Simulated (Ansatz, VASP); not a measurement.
# ZrC: VASP beside Ansatz

```
Zr C
1.0
     3.44798    0.00000    0.00000
    -1.72399    2.98604    0.00000
     0.00000    0.00000    5.06078
Zr C
2 2
Direct
  0.33333 0.66667 0.25000
  0.66667 0.33333 0.75000
  0.00000 0.00000 0.00000
  0.00000 0.00000 0.50000
```

Alike in both runs: task single point; functional PBEsol; k mesh 15 × 15 × 8; occupations gaussian, width 0.1 eV; no spin polarisation.

```csv
,VASP,Ansatz
version,VASP 6.6.1,Ansatz 0.2.0
potentials or method,"VASP PAW PBE potentials, release 64 (Zr_sv, C), cutoff 520 eV","scalar-relativistic, plane waves, PAW"
valence electrons in the cell,32,32
```

Ansatz gave:

| Item | Value |
| --- | --- |
| gap on the k mesh at the Fermi level (eV) | none |
| pressure (GPa) | -6.0 |
| traceless stress, the component that is largest in VASP (GPa) | 7.89 |

Which values does VASP return?

gap on the k mesh at the Fermi level (eV): none; pressure (GPa): -5.6; traceless stress, the component that is largest in VASP (GPa): 7.86.

VASP's potentials were made for PBE, not for PBEsol. A gap of «none» marks a metal or a gap that the smearing closes. The functional is the same, so the differences come from potentials, cutoffs and numerics.
